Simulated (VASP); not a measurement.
Here is a VASP 6.6.1 calculation.

File INCAR:

```
SYSTEM = MgO
PREC     = Accurate       ! precision mode
ENCUT    = 520            ! plane-wave cutoff, eV
EDIFF    = 1E-7           ! SCF threshold, eV
ISMEAR   = 0              ! smearing method
SIGMA    = 0.01           ! smearing width, eV
LREAL    = .False.        ! projectors in reciprocal space
LASPH    = .True.         ! aspherical terms in the spheres
NELM     = 60             ! most SCF steps
ALGO     = Normal         ! electronic algorithm
ISIF     = 2              ! what is computed and relaxed
LWAVE    = .False.        ! write WAVECAR
LCHARG   = .False.        ! write CHGCAR
GGA      = PE             ! functional
NBANDS   = 11             ! bands
```

Contents of KPOINTS:

```
regular mesh
0
Gamma
  6 6 6
  0 0 0
```

Contents of POSCAR:

```
MgO
1.0
    2.6233491281      0.0000000000      0.0000000000
    0.0000000000      2.6233491281      0.0000000000
    0.0000000000      0.0000000000      2.6233491281
Mg O
1 1
Direct
    0.0000000000      0.0000000000      0.0000000000
    0.5000000000      0.5000000000      0.5000000000
```

Potentials or basis: VASP PAW PBE potentials, release 64 (Mg, O).

The run is started by

```console
$ cat potpaw_PBE.64/Mg/POTCAR potpaw_PBE.64/O/POTCAR > POTCAR
$ mpirun -np 1 vasp_std > vasp.out
```

(1) What does it give for the band gap on the k mesh?

(2) Estimate the pressure.

Answers

(1) 2.62 eV, indirect (least direct gap 3.64 eV).

(2) 5.5 GPa.
